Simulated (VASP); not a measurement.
# Zn12Au in VASP: single point with PBE+D3(BJ)

Aim: the single point of Zn12Au with PBE+D3(BJ).

Everything below comes from runs of VASP 6.6.1. Logs are shortened: lines on timing, memory, paths and dates and some standing lists are left out, and cuts for length are marked.

## (1) The cell of the first run

The cell holds a slab with vacuum, 13 atoms: a = 5.320 Å, b = 5.320 Å, c = 16.937 Å, α = 90.00°, β = 90.00°, γ = 60.00°.

## (2) Single point, PBE+D3(BJ)

The input, INCAR:

```
SYSTEM = Zn12Au
ALGO = Normal ; EDIFF = 1E-6
ENCUT = 520 ; GGA = PE
ISIF = 2 ; ISMEAR = 0
IVDW = 12 ; LASPH = .True.
LCHARG = .False. ; LREAL = .False.
LWAVE = .False. ; NBANDS = 90
NELM = 60 ; PREC = Accurate
SIGMA = 0.1
```

The input, KPOINTS:

```
k-points
0
Gamma
  5 5 1
  0 0 0
```

The input, POSCAR:

```
Zn12Au
1.0
    5.3200000000      0.0000000000      0.0000000000
    2.6600000000      4.6072550000      0.0000000000
    0.0000000000      0.0000000000     16.9369600000
Zn Au
12 1
Direct
    0.0000000000      0.0000000000      0.0590424728
    0.5000000000      0.0000000000      0.0590424728
   -0.0000000543      0.5000001085      0.0590424728
    0.4999999457      0.5000001085      0.0590424728
   -0.1673254607      0.3347479139      0.2006536592
    0.3335415595      0.3330627456      0.1934216058
   -0.1674274953      0.8322647650      0.2006794608
    0.3353333265      0.8322280838      0.2006862507
    0.0003569678     -0.0004842363      0.3337051631
    0.4933267477      0.0135664295      0.3367295548
    0.0145314214      0.4924435483      0.3362846107
    0.4932679295      0.4924667725      0.3364037584
    0.6681011165      0.6647105489      0.4541793214
```

Potentials or basis: VASP PAW PBE potentials, release 64 (Zn, Au).

Started as:

```
$ cat potpaw_PBE.64/Zn/POTCAR potpaw_PBE.64/Au/POTCAR > POTCAR
$ mpirun -np 1 vasp_std > vasp.out
```

OUTCAR:

```text
SYSTEM = Zn12Au
   EDIFF = 1E-6
   ENCUT = 520
   GGA = PE
   ISIF = 2
   ISMEAR = 0
   IVDW = 12
   LASPH = .True.
   LREAL = .False.
   NELM = 60
   PREC = Accurate
 IVDW          = 12

 ion  position               nearest neighbor table
   1  0.000  0.000  0.059-   4 2.66   3 2.66   2 2.66   2 2.66   3 2.66   4 2.66   5 2.85   7 2.85
                             8 2.85
   2  0.500  0.000  0.059-   3 2.66   4 2.66   1 2.66   1 2.66   4 2.66   3 2.66   6 2.74   8 2.85
                             7 2.85
   3  1.000  0.500  0.059-   2 2.66   1 2.66   4 2.66   4 2.66   1 2.66   2 2.66   6 2.75   7 2.85
                             5 2.85
   4  0.500  0.500  0.059-   1 2.66   2 2.66   3 2.66   3 2.66   2 2.66   1 2.66   6 2.75   8 2.85
                             5 2.85
   5  0.833  0.335  0.201-   8 2.65   7 2.65   6 2.66   6 2.66   7 2.67   8 2.67   9 2.73  11 2.78
                            12 2.78   3 2.85   4 2.85   1 2.85
   6  0.334  0.333  0.193-   7 2.66   8 2.66   5 2.66   5 2.66   8 2.66   7 2.66   2 2.74   4 2.75
                             3 2.75  11 2.83  12 2.83  10 2.84
   7  0.833  0.832  0.201-   8 2.65   5 2.65   6 2.66   6 2.66   5 2.67   8 2.67   9 2.73  11 2.78
                            10 2.79   3 2.85   2 2.85   1 2.85
   8  0.335  0.832  0.201-   7 2.65   5 2.65   6 2.66   6 2.66   5 2.67   7 2.67   9 2.73  12 2.78
                            10 2.79   4 2.85   2 2.85   1 2.85
   9  0.000  1.000  0.334-  11 2.66  12 2.66  11 2.66  10 2.66  12 2.66  10 2.66   8 2.73   7 2.73
                             5 2.73
  10  0.493  0.014  0.337-  11 2.55  12 2.55  13 2.56   9 2.66   9 2.66  12 2.77  11 2.77   7 2.79
                             8 2.79   6 2.84
  11  0.015  0.492  0.336-  12 2.55  10 2.55  13 2.56   9 2.66   9 2.66  10 2.77  12 2.77   5 2.78
                             7 2.78   6 2.83
  12  0.493  0.492  0.336-  11 2.55  10 2.55  13 2.56   9 2.66   9 2.66  10 2.77  11 2.77   5 2.78
                             8 2.78   6 2.83
  13  0.668  0.665  0.454-  11 2.56  12 2.56  10 2.56

  LATTYP: Found a hexagonal cell.
 ALAT       =     5.3199998717
 C/A-ratio  =     3.1836391745

  Lattice vectors:

 A1 = (  -2.6600000000,  -4.6072550000,   0.0000000000)
 A2 = (   5.3200000000,   0.0000000000,   0.0000000000)
 A3 = (   0.0000000000,   0.0000000000,  16.9369600000)

Analysis of symmetry for initial positions (statically):
=====================================================================
 Subroutine PRICEL returns:
 Original cell was already a primitive cell.

 Routine SETGRP: Setting up the symmetry group for a
 hexagonal supercell.

 Subroutine GETGRP returns: Found  1 space group operations
 (whereof  1 operations were pure point group operations)
 out of a pool of 24 trial point group operations.

The static configuration has the point symmetry C_1 .

Analysis of symmetry for dynamics (positions and initial velocities):
=====================================================================
 Subroutine PRICEL returns:
 Original cell was already a primitive cell.

 Routine SETGRP: Setting up the symmetry group for a
 hexagonal supercell.

 Subroutine GETGRP returns: Found  1 space group operations
 (whereof  1 operations were pure point group operations)
 out of a pool of 24 trial point group operations.

The dynamic configuration has the point symmetry C_1 .

 Subroutine INISYM returns: Found  1 space group operations
 (whereof  1 operations are pure point group operations),
 and found     1 'primitive' translations

----------------------------------------------------------------------------------------

                                     Primitive cell

  volume of cell :     415.1350

  direct lattice vectors                    reciprocal lattice vectors
     5.320000000  0.000000000  0.000000000     0.187969925 -0.108524490  0.000000000
     2.660000000  4.607255000  0.000000000     0.000000000  0.217048980  0.000000000
     0.000000000  0.000000000 16.936960000     0.000000000  0.000000000  0.059042473

  length of vectors
[... 44 lines left out ...]
     0.037593985 -0.021704898  0.000000000     0.200000000  0.000000000  0.000000000
     0.000000000  0.043409796  0.000000000     0.000000000  0.200000000  0.000000000
     0.000000000  0.000000000  0.059042473     0.000000000  0.000000000  1.000000000

  Length of vectors
     0.043409795  0.043409796  0.059042473

  Shift w.r.t. Gamma in fractional coordinates (k-lattice)
     0.000000000  0.000000000  0.000000000

 Subroutine IBZKPT returns following result:
 ===========================================

 Found     13 irreducible k-points:

 Following reciprocal coordinates:
            Coordinates               Weight
  0.000000  0.000000  0.000000      1.000000
  0.200000  0.000000  0.000000      2.000000
  0.200000  0.200000  0.000000      2.000000
  0.000000  0.200000  0.000000      2.000000
  0.400000  0.000000  0.000000      2.000000
  0.400000  0.400000  0.000000      2.000000
  0.000000  0.400000  0.000000      2.000000
  0.400000  0.200000  0.000000      2.000000
  0.200000  0.400000  0.000000      2.000000
 -0.200000  0.200000  0.000000      2.000000
 -0.400000  0.200000  0.000000      2.000000
  0.400000 -0.400000  0.000000      2.000000
 -0.200000  0.400000  0.000000      2.000000
   k-points           NKPTS =     13   k-points in BZ     NKDIM =     13   number of bands    NBANDS=     90
   number of dos      NEDOS =    301   number of ions     NIONS =     13
   total plane-waves  NPLWV = 201600
   dimension x,y,z NGX =    40 NGY =   40 NGZ =  126
   dimension x,y,z NGXF=    80 NGYF=   80 NGZF=  252
   ions per type =              12   1
   NGX,Y,Z   is equivalent  to a cutoff of  12.50, 12.50, 12.37 a.u.
   NGXF,Y,Z  is equivalent  to a cutoff of  25.00, 25.00, 24.74 a.u.
 SYSTEM =  Zn12Au
   PREC   = accura    normal or accurate (medium, high low for compatibility)
   ISTART =      0    job   : 0-new  1-cont  2-samecut
   ICHARG =      2    charge: 1-file 2-atom 10-const
   ISPIN  =      1    spin polarized calculation?
   LNONCOLLINEAR =      F non collinear calculations
   LSORBIT =      F    spin-orbit coupling
   LASPH  =      T    aspherical Exc in radial PAW
   ENCUT  =  520.0 eV  38.22 Ry    6.18 a.u.   9.89  9.89 31.49*2*pi/ulx,y,z
   NELM   =     60;   NELMIN=  2; NELMDL= -5     # of ELM steps
   EDIFF  = 0.1E-05   stopping-criterion for ELM
   LREAL  =      F    real-space projection
   EDIFFG = 0.1E-04   stopping-criterion for IOM
   NSW    =      0    number of steps for IOM
   IBRION =     -1    ionic relax: 0-MD 1-quasi-New 2-CG
   NFREE  =      0    steps in history (QN), initial steepest desc. (CG)
   ISIF   =      2    stress and relaxation
   ISYM   =      2    0-nonsym 1-usesym 2-fastsym
   POTIM  = 0.5000    time-step for ionic-motion
   TEBEG  =    0.0;   TEEND  =   0.0 temperature during run
   PSTRESS=    0.0 pullay stress
   NELECT =     155.0000    total number of electrons
   NUPDOWN=      -1.0000    fix difference up-down
   EMIN   =  10.00;   EMAX   =-10.00  energy-range for DOS
   EFERMI =   0.00;   METHOD = LEGACY
   ISMEAR =     0;   SIGMA  =   0.10  broadening in eV -4-tet -1-fermi 0-gaus
   EFERMI_NEDOS =   21; number of points for ismear=-14 and -15
   IALGO  =     38    algorithm
   IMIX   =      4    mixing-type and parameters
     AMIX     =   0.40;   BMIX     =  1.00
     AMIX_MAG =   1.60;   BMIX_MAG =  1.00
  volume/ion in A,a.u.               =      31.93       215.50
  Fermi-wavevector in a.u.,A,eV,Ry     =   1.178842  2.227688 18.907589  1.389669
  Thomas-Fermi vector in A             =   2.315164
   LORBIT       =      0    0 simple, 1 ext, 2 COOP (PROOUT), +10 PAW based schemes
   GGA     = PE    functional components
   LHFCALC =     F    Hartree Fock is set to
   AEXX    =    0.0000 exact exchange contribution
   IVDW    =    12    specifies the selected vdW correction
   LEPSILON=     F    determine dielectric tensor
   LRPA    =     F    only Hartree local field effects (RPA)
 non-spin polarized calculation
 Gauss-broadening in eV      SIGMA  =   0.10
  energy-cutoff  :      520.00
  volume of cell :      415.13
 maximum number of plane-waves:     11196
   NGX = 19   NGY = 19   NGZ = 63

 number of electron     154.9999972 magnetization

 Free energy of the ion-electron system (eV)
  ---------------------------------------------------
  ext. energy  EPLUGINS =         0.00000000
  ---------------------------------------------------
  free energy    TOTEN  =       -14.66158633 eV

  energy without entropy =      -14.62705174  energy(sigma->0) =      -14.64431904

 E-fermi :  -0.3203     XC(G=0):  -6.5529

 val. band max:       -0.5306066385   @ k =   0.0000   0.4000   0.0000
 cond. band min:      -0.2906154746   @ k =   0.0000   0.4000   0.0000
 fundamental gap:      0.2399911639
 Fermi energy:        -0.3203189250

 k-point     1 :       0.0000    0.0000    0.0000
  band No.  band energies     occupation
      1     -10.6497      2.00000
      2      -9.4216      2.00000
      3      -9.0224      2.00000
      4      -8.8669      2.00000
      5      -8.8669      2.00000
      6      -8.8613      2.00000
[... 1185 lines left out ...]
     88       4.0751      0.00000
     89       4.6523      0.00000
 [bands above 89 left out]

------------------------ aborting loop because EDIFF is reached ----------------------------------------

 Edisp (eV)   -4.05794

 E8    (eV) :    -1.7782

  FORCE on cell =-STRESS in cart. coord.  units (eV):
  Direction    XX          YY          ZZ          XY          YZ          ZX
  --------------------------------------------------------------------------------------
  -------------------------------------------------------------------------------------
  Total      -3.31996    -3.33183    -0.01880    -0.00147     0.01722    -0.00466
  in kB     -12.81309   -12.85890    -0.07254    -0.00568     0.06644    -0.01797
  external pressure =       -8.58 kB  Pullay stress =        0.00 kB

 VOLUME and BASIS-vectors are now :
 -----------------------------------------------------------------------------
  energy-cutoff  :      520.00
  volume of cell :      415.13
      direct lattice vectors                 reciprocal lattice vectors
     5.320000000  0.000000000  0.000000000     0.187969925 -0.108524490  0.000000000
     2.660000000  4.607255000  0.000000000     0.000000000  0.217048980  0.000000000
     0.000000000  0.000000000 16.936960000     0.000000000  0.000000000  0.059042473

 POSITION                                       TOTAL-FORCE (eV/Angst)
 -----------------------------------------------------------------------------------
      0.00000      0.00000      1.00000         0.000090     -0.000448      0.038152
      2.66000      0.00000      1.00000         0.000306     -0.152408     -0.010519
      6.65000      2.30363      1.00000        -0.131182      0.075003     -0.007908
      3.99000      2.30363      1.00000         0.131689      0.074949     -0.008633
      5.32026      1.54227      3.39846         0.000131      0.001977     -0.015864
      2.66039      1.53450      3.27597        -0.000114      0.000201     -0.016867
      6.64311      3.83446      3.39890        -0.001018     -0.001113     -0.016144
      3.99770      3.83429      3.39902         0.000848     -0.000861     -0.016071
      2.66061      4.60502      5.65195        -0.000090      0.000502      0.012892
      2.66059      0.06250      5.70318        -0.000120      0.001544      0.005685
      1.38721      2.26881      5.69564         0.001115     -0.000556      0.009471
      3.93415      2.26892      5.69766        -0.001210     -0.000500      0.008554
      5.32243      3.06249      7.69242        -0.000445      0.001710      0.017252
 -----------------------------------------------------------------------------------
    total drift:                                0.000101     -0.000225      0.007431

  FREE ENERGIE OF THE ION-ELECTRON SYSTEM (eV)
  ---------------------------------------------------
  free  energy   TOTEN  =       -18.7195218107 eV

  energy  without entropy=      -18.6849872128  energy(sigma->0) =      -18.70225451
```

It took 30 min on 1 thread of Intel Xeon 8259CL, shared host; peak memory 0.69 GiB.

Results:

```yaml
Free_energy: -18.7195 eV
Largest_force: 0.153 eV/Å
Band_gap_on_the_k_mesh: zero (an odd number of electrons rules out a gap without spin polarisation)
Dispersion_energy_per_atom: -0.312 eV
```

Forces on the atoms (eV/Å):
```
Zn   0.000  0.000  0.038
Zn   0.000 -0.152 -0.011
Zn  -0.131  0.075 -0.008
Zn   0.132  0.075 -0.009
Zn   0.000  0.002 -0.016
Zn   0.000  0.000 -0.017
Zn  -0.001 -0.001 -0.016
Zn   0.001 -0.001 -0.016
Zn   0.000  0.001  0.013
Zn   0.000  0.002  0.006
Zn   0.001 -0.001  0.009
Zn  -0.001 -0.001  0.009
Au   0.000  0.002  0.017
```

Levels at points of the mesh, in eV from the Fermi level:
```
           k point  band 75  band 76  band 77  band 78  band 79  band 80  band 81  band 82
(0.00, 0.00, 0.00)    -1.90    -1.51    -1.39    -1.39    -0.24     0.40     0.40     0.49
```

Caveat: there is no dipole correction, which matters where the two faces differ; spin-orbit coupling is left out, which moves the levels of the heavy elements.

The gap in the log of VASP goes by the Fermi energy; the results here count the filled bands.